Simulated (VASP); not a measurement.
# Al: single point with PBE

The system is Al, a slab with vacuum.

```
CELL_PARAMETERS angstrom
2.91083 0.00000 0.00000
0.00000 2.91083 0.00000
0.00000 0.00000 26.02917
ATOMIC_POSITIONS crystal
Al 0.00000 0.00000 0.54448
Al 0.50000 0.50000 0.62254
Al 0.00000 0.00000 0.69842
Al 0.50000 0.50000 0.77645
```

```
Program                : VASP 6.6.1
Task                   : single point
Functional             : PBE
Potentials or basis    : VASP PAW PBE potentials, release 64 (Al)
Cutoff                 : 400 eV
k mesh                 : 12 × 12 × 1
Occupations            : methfessel-paxton, width 0.1 eV
Spin                   : no spin polarisation
Dipole correction      : yes
Further INCAR settings : ALGO = Normal; EDIFF = 1e-06; NBANDS = 14; NELMDL = -8
```

```yaml
Largest_force: 0.009 eV/Å
Band_gap_on_the_k_mesh: zero (band 6 reaches 1.34 eV, above the bottom of band 7 at -1.44 eV)
```

Forces on the atoms (eV/Å):
```
Al   0.000  0.000  0.009
Al   0.000  0.000  0.002
Al   0.000  0.000 -0.003
Al   0.000  0.000 -0.007
```

Levels at points of the mesh, in eV from the Fermi level:
```
           k point  band 4  band 5  band 6  band 7  band 8  band 9
(0.00, 0.00, 0.00)   -4.15   -1.84    1.60    3.45    4.23    4.40
(0.50, 0.00, 0.00)   -4.83   -2.79   -2.79    0.02    0.02    2.35
(0.50, 0.50, 0.00)   -1.39   -1.27   -1.27    0.08    0.08    0.69
```

Wall time 68 s on 1 thread of Intel(R) Xeon(R) Platinum 8488C (Sapphire Rapids), on a shared host, peak memory 0.25 GiB.
